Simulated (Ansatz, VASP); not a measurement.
**BaTiO3 in VASP and in Ansatz**

```
Ba Ti O
1.0
     2.78225    1.60634    2.28397
    -2.78225    1.60634    2.28397
     0.00000   -3.21267    2.28397
Ba Ti O
1 1 3
Direct
  0.00074 0.00074 0.00074
  0.49343 0.49343 0.49343
  0.50731 0.50731 0.01041
  0.01041 0.50731 0.50731
  0.50731 0.01041 0.50731
```

Alike in both runs: functional r2SCAN; k mesh 8 × 8 × 8; occupations fermi-dirac, width 0.02 eV; no spin polarisation.

Ansatz relaxed the structure, and its values are those at the end. VASP's run is a single point on that final structure, the one shown.

|  | VASP | Ansatz |
| --- | --- | --- |
| version | VASP 6.6.1 | Ansatz 0.2.0 |
| potentials or method | VASP PAW PBE potentials, release 64 (Ba_sv, Ti_sv, O), cutoff 520 eV | PAW plane waves |
| valence electrons in the cell | 40 | 40 |

Ansatz gave:

* gap on the k mesh at the Fermi level (eV): 2.48
* pressure (GPa): 8.8
* rms of the force components (eV/Å): 0.002

Q: What did VASP give for the same quantities?

A: gap on the k mesh at the Fermi level (eV): 2.45; pressure (GPa): 11.1; rms of the force components (eV/Å): 0.035.

VASP's potentials were made for PBE, not for r2SCAN. Ansatz's warnings: stress scf threshold loose.

Spin-orbit coupling is off throughout.
